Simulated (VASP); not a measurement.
SrOs, 2 atoms in the cell. Symmetry: Pm-3m, No. 221, cubic system. The conventional cell has a = 3.585 Å, b = 3.585 Å, c = 3.585 Å, α = 90.00°, β = 90.00°, γ = 90.00°. Within 4.1 Å of Sr (site symmetry m-3m) lie 8 Os at 3.10 Å and 6 Sr at 3.58 Å. Os (site symmetry m-3m) has 8 Sr at 3.10 Å and 6 Os at 3.58 Å within 4.1 Å. 

| Property | Result |
| --- | --- |
| Program | VASP 6.6.1 |
| Task | single point |
| Functional | r2SCAN |
| Potentials or basis | VASP PAW PBE potentials, release 64 (Sr_sv, Os) |
| Cutoff | 520 eV |
| k mesh | 10 × 10 × 10 |
| Occupations | gaussian, width 0.05 eV |
| Spin | no spin polarisation |
| Dipole correction | no |
| Further INCAR settings | ALGO = Normal; EDIFF = 1e-06; NBANDS = 16 |

Potentials or basis: VASP PAW PBE potentials, release 64 (Sr_sv, Os).

Command:

```bash
$ cat potpaw_PBE.64/Sr_sv/POTCAR potpaw_PBE.64/Os/POTCAR > POTCAR
$ cp INCAR.step1 INCAR
$ mpirun -np 1 vasp_std > vasp.out
$ cp INCAR.step2 INCAR
$ mpirun -np 1 vasp_std > vasp.out
```

Hardware: 1 thread of AMD EPYC 7R43 64-Core Processor (Zen 3), on a shared host.

Task: Estimate the wall time of this run.

Result: Run time: 2.2 min on 1 thread of AMD EPYC 7R43 64-Core Processor (Zen 3), on a shared host, peak memory 0.16 GiB. Counts: k points 56.
